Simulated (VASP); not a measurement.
Input of a VASP 6.6.1 run:

INCAR

```
ALGO     = Normal         # electronic algorithm
EDIFF    = 1E-6           # SCF threshold, eV
ENCUT    = 500            # plane-wave cutoff, eV
GGA      = PE             # functional
GGA_COMPAT= False        
ISIF     = 2              # what is computed and relaxed
ISMEAR   = 0              # smearing method
LASPH    = True           # aspherical terms in the spheres
LCHARG   = True           # write CHGCAR
LELF     = True           # ELF
LREAL    = False          # projectors in reciprocal space
LVHAR    = True         
LWAVE    = False          # write WAVECAR
NBANDS   = 11             # bands
NELM     = 120            # most SCF steps
PREC     = Accurate       # precision mode
SIGMA    = 0.02           # smearing width, eV
```

File KPOINTS:

```
k-points
0
Gamma
  8 8 8
```

The input POSCAR:

```
AlP
1.0
    0.0000000000      2.7535941969      2.7535941969
    2.7535941969      0.0000000000      2.7535941969
    2.7535941969      2.7535941969      0.0000000000
Al P
1 1
Direct
    0.0000000000      0.0000000000      0.0000000000
    0.7500000000      0.7500000000      0.7500000000
```

Potentials or basis: VASP PAW PBE potentials, release 64 (Al, P).

Command:

```bash
$ cat potpaw_PBE.64/Al/POTCAR potpaw_PBE.64/P/POTCAR > POTCAR
$ mpirun -np 1 vasp_std > vasp.out
```

(1) Predict the band gap on the k mesh.

(2) Estimate the pressure.

## Answers

(1) 1.63 eV (least direct gap 3.09 eV).

(2) -0.1 GPa.
